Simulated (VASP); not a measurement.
Al:

```
Al
1.0
     0.00000    2.02481    2.02481
     2.02481    0.00000    2.02481
     2.02481    2.02481    0.00000
Al
1
Direct
  0.00000 0.00000 0.00000
```

```yaml
Program: VASP 6.6.1
Task: relaxation of cell and atoms
Functional: r2SCAN
Potentials_or_basis: VASP PAW PBE potentials, release 64 (Al)
Cutoff: 600 eV
k_mesh: 9 × 9 × 9
Occupations: gaussian, width 0.05 eV
Spin: no spin polarisation
```

At the start: pressure -3.2 GPa; volume 16.60 Å³/atom.

Q: Where does the relaxation end?

A: Over 3 steps the energy falls by 7.5 meV/atom and the volume is 15.88 Å³/atom (-4.4 %); space group Fm-3m (No. 225, to 0.1 Å) before and after.

Step by step:
```
step  energy change (eV)  largest force (eV/Å)  pressure (GPa)  volume (Å³)
   1              0.0000                0.0000           -3.23        16.60
   2             -0.0075                0.0000            0.33        15.81
   3             -0.0075                0.0000            0.00        15.88
```

Final structure:
```
Al
1.0
     0.00000    1.99483    1.99483
     1.99483    0.00000    1.99483
     1.99483    1.99483    0.00000
Al
1
Direct
  0.00000 0.00000 0.00000
```

Caveat: the PAW data sets were made with another functional, which shifts forces and pressure a little.
